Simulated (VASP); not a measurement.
# Al3GaN4 (R3m) in VASP: a series of runs

Runs on Al3GaN4. Level: PBEsol. Tasks: single point.

All numbers are computed with VASP 6.6.1; they aren't measurements. Logs are shortened: lines on timing, memory, paths and dates and some standing lists are left out, and cuts for length are marked.

### 1 The cell of the first run

Symmetry: R3m, No. 160, trigonal system. The conventional cell has a = 6.118 Å, b = 6.118 Å, c = 7.913 Å, α = 90.00°, β = 90.00°, γ = 120.00°. Al (site symmetry m) has 4 N at 1.87 to 1.96 Å within 2.5 Å. Within 2.6 Å of Ga (site symmetry 3m) lie 4 N at 1.93 to 2.02 Å. Within 2.5 Å of N (site symmetry m) lie 3 Al at 1.87 to 1.96 Å and 1 Ga at 1.93 Å. N (site symmetry 3m) has 3 Al at 1.87 Å and 1 Ga at 2.02 Å within 2.5 Å.

### 2 Single point, PBEsol

Input file INCAR:

```
PREC = Accurate
ENCUT = 520
EDIFF = 1E-7
ISMEAR = 0
SIGMA = 0.05
LREAL = False
LASPH = True
NELM = 80
ALGO = Normal
ISIF = 2
LWAVE = False
LCHARG = True
GGA = PS
LELF = True
LVHAR = True
NBANDS = 31
```

Input file KPOINTS:

```
Automatic mesh
0
Gamma
  6 6 6
```

Input file POSCAR:

```
Al3GaN4
1.0
    4.4071184415      0.0808706234      0.0808706234
    0.0808706234      4.4071184415      0.0808706234
    0.0808706234      0.0808706234      4.4071184415
Al Ga N
3 1 4
Direct
    0.5000000000      0.5000000000      0.0000000000
    0.5000000000      0.0000000000      0.5000000000
    0.0000000000      0.5000000000      0.5000000000
    0.0000000000      0.0000000000      0.0000000000
    0.7447140287      0.7447140287      0.2552859713
    0.7447140287      0.2552859713      0.7447140287
    0.2552859713      0.7447140287      0.7447140287
    0.2552859713      0.2552859713      0.2552859713
```

Potentials or basis: VASP PAW PBE potentials, release 64 (Al, Ga_d, N).

The run is started by

```sh
$ cat potpaw_PBE.64/Al/POTCAR potpaw_PBE.64/Ga_d/POTCAR potpaw_PBE.64/N/POTCAR > POTCAR
$ mpirun -np 1 vasp_std > vasp.out
```

OUTCAR:

```text
PREC = Accurate
   ENCUT = 520
   EDIFF = 1E-7
   ISMEAR = 0
   LREAL = False
   LASPH = True
   NELM = 80
   ISIF = 2
   GGA = PS

 ion  position               nearest neighbor table
   1  0.500  0.500  0.000-   8 1.87   7 1.87   6 1.87   5 1.96   2 3.06   3 3.06   2 3.06   4 3.06
                             3 3.06   4 3.06   2 3.17   2 3.17   3 3.17   3 3.17
   2  0.500  0.000  0.500-   8 1.87   7 1.87   5 1.87   6 1.96   1 3.06   4 3.06   1 3.06   3 3.06
                             3 3.06   4 3.06   1 3.17   1 3.17   3 3.17   3 3.17
   3  0.000  0.500  0.500-   8 1.87   6 1.87   5 1.87   7 1.96   1 3.06   4 3.06   2 3.06   4 3.06
                             1 3.06   2 3.06   1 3.17   2 3.17   1 3.17   2 3.17
   4  0.000  0.000  0.000-   5 1.93   6 1.93   7 1.93   8 2.02   2 3.06   3 3.06   1 3.06   3 3.06
                             1 3.06   2 3.06
   5  0.745  0.745  0.255-   2 1.87   3 1.87   4 1.93   1 1.96
   6  0.745  0.255  0.745-   1 1.87   3 1.87   4 1.93   2 1.96
   7  0.255  0.745  0.745-   1 1.87   2 1.87   4 1.93   3 1.96
   8  0.255  0.255  0.255-   1 1.87   2 1.87   3 1.87   4 2.02

  LATTYP: Found a trigonal (rhomboedric) cell.
 ALAT       =     4.4086021677
 COS(alpha) =     0.0370117971

  Lattice vectors:

 A1 = (   4.4071184415,   0.0808706234,   0.0808706234)
 A2 = (   0.0808706234,   4.4071184415,   0.0808706234)
 A3 = (   0.0808706234,   0.0808706234,   4.4071184415)

Analysis of symmetry for initial positions (statically):
=====================================================================
 Subroutine PRICEL returns:
 Original cell was already a primitive cell.

 Routine SETGRP: Setting up the symmetry group for a
 trigonal (rhombohedral) supercell.

 Subroutine GETGRP returns: Found  6 space group operations
 (whereof  6 operations were pure point group operations)
 out of a pool of 12 trial point group operations.

The static configuration has the point symmetry C_3v.

Analysis of symmetry for dynamics (positions and initial velocities):
=====================================================================
 Subroutine PRICEL returns:
 Original cell was already a primitive cell.

 Routine SETGRP: Setting up the symmetry group for a
 trigonal (rhombohedral) supercell.

 Subroutine GETGRP returns: Found  6 space group operations
 (whereof  6 operations were pure point group operations)
 out of a pool of 12 trial point group operations.

The dynamic configuration has the point symmetry C_3v.

 Subroutine INISYM returns: Found  6 space group operations
 (whereof  6 operations are pure point group operations),
 and found     1 'primitive' translations

----------------------------------------------------------------------------------------

                                     Primitive cell

  volume of cell :      85.5127

  direct lattice vectors                    reciprocal lattice vectors
     4.407118441  0.080870623  0.080870623     0.227055787 -0.004091397 -0.004091397
     0.080870623  4.407118441  0.080870623    -0.004091397  0.227055787 -0.004091397
     0.080870623  0.080870623  4.407118441    -0.004091397 -0.004091397  0.227055787

  length of vectors
     4.408602168  4.408602168  4.408602168     0.227129500  0.227129500  0.227129500

  position of ions in fractional coordinates (direct lattice)
     0.500000000  0.500000000  0.000000000
     0.500000000  0.000000000  0.500000000
     0.000000000  0.500000000  0.500000000
     0.000000000  0.000000000  0.000000000
     0.744714029  0.744714029  0.255285971
     0.744714029  0.255285971  0.744714029
     0.255285971  0.744714029  0.744714029
     0.255285971  0.255285971  0.255285971

  ion indices of the primitive-cell ions
   primitive index   ion index
                 1           1
                 2           2
                 3           3
                 4           4
                 5           5
                 6           6
                 7           7
                 8           8

----------------------------------------------------------------------------------------

 KPOINTS: Automatic mesh

Automatic generation of k-mesh.
 Grid dimensions read from file:
 generate k-points for:    6    6    6

 Generating k-lattice:

  Cartesian coordinates                     Fractional coordinates (reciprocal lattice)
     0.037842631 -0.000681899 -0.000681899     0.166666667  0.000000000  0.000000000
    -0.000681899  0.037842631 -0.000681899     0.000000000  0.166666667  0.000000000
    -0.000681899 -0.000681899  0.037842631     0.000000000  0.000000000  0.166666667

  Length of vectors
     0.037854917  0.037854917  0.037854917

  Shift w.r.t. Gamma in fractional coordinates (k-lattice)
     0.000000000  0.000000000  0.000000000

 Subroutine IBZKPT returns following result:
 ===========================================

 Found     32 irreducible k-points:

 Following reciprocal coordinates:
            Coordinates               Weight
  0.000000  0.000000  0.000000      1.000000
  0.166667  0.000000  0.000000      6.000000
  0.333333 -0.000000  0.000000      6.000000
  0.500000 -0.000000  0.000000      3.000000
  0.166667  0.166667  0.000000      6.000000
  0.333333  0.166667  0.000000     12.000000
[... 16 lines left out ...]
  0.500000  0.500000  0.166667      6.000000
 -0.333333  0.500000  0.166667     12.000000
 [... further k-points ...]
   k-points           NKPTS =     32   k-points in BZ     NKDIM =     32   number of bands    NBANDS=     31
   number of dos      NEDOS =    301   number of ions     NIONS =      8
   total plane-waves  NPLWV =  46656
   dimension x,y,z NGX =    36 NGY =   36 NGZ =   36
   dimension x,y,z NGXF=    72 NGYF=   72 NGZF=   72
   ions per type =               3   1   4
   NGX,Y,Z   is equivalent  to a cutoff of  13.58, 13.58, 13.58 a.u.
   NGXF,Y,Z  is equivalent  to a cutoff of  27.15, 27.15, 27.15 a.u.
 SYSTEM =  unknown system
   PREC   = accura    normal or accurate (medium, high low for compatibility)
   ISTART =      0    job   : 0-new  1-cont  2-samecut
   ICHARG =      2    charge: 1-file 2-atom 10-const
   ISPIN  =      1    spin polarized calculation?
   LNONCOLLINEAR =      F non collinear calculations
   LSORBIT =      F    spin-orbit coupling
   LASPH  =      T    aspherical Exc in radial PAW
   ENCUT  =  520.0 eV  38.22 Ry    6.18 a.u.   8.20  8.20  8.20*2*pi/ulx,y,z
   NELM   =     80;   NELMIN=  2; NELMDL= -5     # of ELM steps
   EDIFF  = 0.1E-06   stopping-criterion for ELM
   LREAL  =      F    real-space projection
   EDIFFG = 0.1E-05   stopping-criterion for IOM
   NSW    =      0    number of steps for IOM
   IBRION =     -1    ionic relax: 0-MD 1-quasi-New 2-CG
   NFREE  =      0    steps in history (QN), initial steepest desc. (CG)
   ISIF   =      2    stress and relaxation
   ISYM   =      2    0-nonsym 1-usesym 2-fastsym
   POTIM  = 0.5000    time-step for ionic-motion
   TEBEG  =    0.0;   TEEND  =   0.0 temperature during run
   PSTRESS=    0.0 pullay stress
   NELECT =      42.0000    total number of electrons
   NUPDOWN=      -1.0000    fix difference up-down
   EMIN   =  10.00;   EMAX   =-10.00  energy-range for DOS
   EFERMI =   0.00;   METHOD = LEGACY
   ISMEAR =     0;   SIGMA  =   0.05  broadening in eV -4-tet -1-fermi 0-gaus
   EFERMI_NEDOS =   21; number of points for ismear=-14 and -15
   IALGO  =     38    algorithm
   IMIX   =      4    mixing-type and parameters
     AMIX     =   0.40;   BMIX     =  1.00
     AMIX_MAG =   1.60;   BMIX_MAG =  1.00
  volume/ion in A,a.u.               =      10.69        72.13
  Fermi-wavevector in a.u.,A,eV,Ry     =   1.291659  2.440881 22.699713  1.668382
  Thomas-Fermi vector in A             =   2.423415
   LORBIT       =      0    0 simple, 1 ext, 2 COOP (PROOUT), +10 PAW based schemes
   GGA     = PS    functional components
   LHFCALC =     F    Hartree Fock is set to
   AEXX    =    0.0000 exact exchange contribution
   IVDW    =     0    specifies the selected vdW correction
   LEPSILON=     F    determine dielectric tensor
   LRPA    =     F    only Hartree local field effects (RPA)
 non-spin polarized calculation
 Gauss-broadening in eV      SIGMA  =   0.05
  energy-cutoff  :      520.00
  volume of cell :       85.51
 maximum number of plane-waves:      2332
 NGX is ok and might be reduce to    36
   NGX = 17   NGY = 17   NGZ = 17

 number of electron      41.9999997 magnetization

 Free energy of the ion-electron system (eV)
  ---------------------------------------------------
  ext. energy  EPLUGINS =         0.00000000
  ---------------------------------------------------
  free energy    TOTEN  =       -59.72947080 eV

  energy without entropy =      -59.72947080  energy(sigma->0) =      -59.72947080

 E-fermi :   6.0220     XC(G=0): -11.3310

 val. band max:        5.7227509602   @ k =   0.0000   0.0000   0.0000
 cond. band min:       8.8213955690   @ k =   0.0000   0.0000   0.0000
 fundamental gap:      3.0986446088
 Fermi energy:         6.0220355292

 k-point     1 :       0.0000    0.0000    0.0000
  band No.  band energies     occupation
      1      -9.5441      2.00000
      2      -7.8417      2.00000
      3      -7.8417      2.00000
      4      -7.6576      2.00000
      5      -6.9898      2.00000
      6      -6.9898      2.00000
[... 23 lines left out ...]
     30      17.9581      0.00000
     31      18.0549      0.00000

 k-point     2 :       0.1667    0.0000    0.0000
  band No.  band energies     occupation
      1      -9.4162      2.00000
      2      -7.8842      2.00000
      3      -7.8486      2.00000
      4      -7.6809      2.00000
      5      -6.9883      2.00000
      6      -6.9850      2.00000
[... 23 lines left out ...]
     30      17.7159      0.00000
     31      18.1260      0.00000

 k-point     3 :       0.3333   -0.0000    0.0000
  band No.  band energies     occupation
      1      -9.0579      2.00000
      2      -8.0857      2.00000
      3      -7.8619      2.00000
      4      -7.7241      2.00000
      5      -6.9855      2.00000
      6      -6.9713      2.00000
[... 703 lines left out ...]
     30      16.4170      0.00000
     31      16.8746      0.00000

 k-point    24 :      -0.3333    0.5000    0.1667
  band No.  band energies     occupation
      1      -8.3726      2.00000
      2      -8.1745      2.00000
      3      -7.9819      2.00000
      4      -7.7285      2.00000
      5      -6.9671      2.00000
      6      -6.9540      2.00000
[... 23 lines left out ...]
     30      16.3954      0.00000
     31      16.7763      0.00000

 [... further k-points ...]

------------------------ aborting loop because EDIFF is reached ----------------------------------------

  FORCE on cell =-STRESS in cart. coord.  units (eV):
  Direction    XX          YY          ZZ          XY          YZ          ZX
  --------------------------------------------------------------------------------------
  -------------------------------------------------------------------------------------
  Total        0.4960112      0.4960112      0.4960112     -4.0031360     -4.0031360     -4.0031360
  in kB        9.2933326      9.2933326      9.2933326    -75.0032907    -75.0032907    -75.0032907
  external PRESSURE =       9.2933326 kB  Pullay stress =       0.0000000 kB

 VOLUME and BASIS-vectors are now :
 -----------------------------------------------------------------------------
  energy-cutoff  :      520.00
  volume of cell :       85.51
      direct lattice vectors                 reciprocal lattice vectors
     4.407118441  0.080870623  0.080870623     0.227055787 -0.004091397 -0.004091397
     0.080870623  4.407118441  0.080870623    -0.004091397  0.227055787 -0.004091397
     0.080870623  0.080870623  4.407118441    -0.004091397 -0.004091397  0.227055787

 POSITION                                       TOTAL-FORCE (eV/Angst)
 -----------------------------------------------------------------------------------
      2.24399      2.24399      0.08087         0.241775      0.241775      0.270618
      2.24399      0.08087      2.24399         0.241775      0.270618      0.241775
      0.08087      2.24399      2.24399         0.270618      0.241775      0.241775
      0.00000      0.00000      0.00000         0.253357      0.253357      0.253357
      3.36291      3.36291      1.24553        -0.250598     -0.250598     -0.294255
      3.36291      1.24553      3.36291        -0.250598     -0.294255     -0.250598
      1.24553      3.36291      3.36291        -0.294255     -0.250598     -0.250598
      1.16637      1.16637      1.16637        -0.212073     -0.212073     -0.212073
 -----------------------------------------------------------------------------------
    total drift:                                0.000255      0.000255      0.000254

  FREE ENERGIE OF THE ION-ELECTRON SYSTEM (eV)
  ---------------------------------------------------
  free  energy   TOTEN  =       -59.7294707985 eV

  energy  without entropy=      -59.7294707985  energy(sigma->0) =      -59.72947080
```

Wall time 81 s (1 thread of Intel Xeon Platinum 8488C (Sapphire Rapids), shared host); peak memory 0.24 GiB.

Results:

```yaml
Free_energy: -59.7295 eV
Pressure: 0.9 GPa
Largest_force: 0.461 eV/Å
Band_gap_on_the_k_mesh: 3.10 eV, direct
```

Forces on the atoms (eV/Å):
```
Al   0.242  0.242  0.271
Al   0.242  0.271  0.242
Al   0.271  0.242  0.242
Ga   0.253  0.253  0.253
N   -0.251 -0.251 -0.294
N   -0.251 -0.294 -0.251
N   -0.294 -0.251 -0.251
N   -0.212 -0.212 -0.212
```

Caveat: the PAW data sets were made with another functional, which shifts forces and pressure a little.

### 3 Single point, PBEsol

This run uses another cell than the first one, of 10.66 Å³/atom, 0.997 times its volume.

Input file INCAR:

```
SYSTEM = Al3GaN4
PREC = Accurate
ENCUT = 520
EDIFF = 1E-6
ISMEAR = 0
SIGMA = 0.05
LREAL = .FALSE.
LASPH = .TRUE.
NELM = 80
ALGO = Normal
ISIF = 2
LWAVE = .FALSE.
LCHARG = .FALSE.
GGA = PS
NBANDS = 31
```

Input file KPOINTS:

```
Automatic mesh
0
G
  6 6 6
  0 0 0
```

POSCAR, as its differences from that of step 2:

```diff
@@ -2,5 +2,5 @@
 1.0
-    4.4071184415      0.0808706234      0.0808706234
-    0.0808706234      4.4071184415      0.0808706234
-    0.0808706234      0.0808706234      4.4071184415
+    4.4071184415     -0.1615208909     -0.1615208909
+   -0.1615208909      4.4071184415     -0.1615208909
+   -0.1615208909     -0.1615208909      4.4071184415
 Al Ga N
```

Potentials or basis: VASP PAW PBE potentials, release 64 (Al, Ga_d, N).

The run is started by

```sh
$ cat potpaw_PBE.64/Al/POTCAR potpaw_PBE.64/Ga_d/POTCAR potpaw_PBE.64/N/POTCAR > POTCAR
$ mpirun -np 1 vasp_std > vasp.out
```

Run time: 72 s. Hardware: 1 thread of Intel Xeon Platinum 8488C (Sapphire Rapids), shared host; peak memory 0.24 GiB.

It converged, with:

```
Free energy            : -58.9167 eV
Pressure               : 4.5 GPa
Largest force          : 1.935 eV/Å
Band gap on the k mesh : 2.87 eV, direct
```

Forces on the atoms (eV/Å):
```
Al  -1.039 -1.039 -1.177
Al  -1.039 -1.177 -1.039
Al  -1.177 -1.039 -1.039
Ga  -1.078 -1.078 -1.078
N    1.076  1.076  1.195
N    1.076  1.195  1.076
N    1.195  1.076  1.076
N    0.985  0.985  0.985
```

Stress tensor (GPa, compression positive):
```
 4.48 17.90 17.90
17.90  4.48 17.90
17.90 17.90  4.48
```

Levels at points of the mesh, in eV from the valence-band top:
| k point | band 18 | band 19 | band 20 | band 21 | band 22 | band 23 | band 24 | band 25 |
| --- | --- | --- | --- | --- | --- | --- | --- | --- |
| (0.00, 0.00, 0.00) | -1.72 | -0.40 | -0.40 | 0.00 | 2.87 | 2.89 | 2.89 | 3.08 |
| (0.50, 0.00, 0.00) | -1.83 | -1.55 | -1.12 | -0.85 | 5.08 | 5.14 | 5.63 | 5.69 |
| (0.50, 0.50, 0.00) | -1.17 | -1.00 | -0.69 | -0.54 | 6.49 | 7.13 | 7.14 | 7.23 |
| (0.50, 0.50, 0.50) | -0.68 | -0.59 | -0.59 | -0.38 | 4.95 | 6.31 | 6.86 | 6.86 |

Caveat: the PAW data sets were made with another functional, which shifts forces and pressure a little. A k mesh can miss the band edges.

(Part 1 of 3 ends here.)
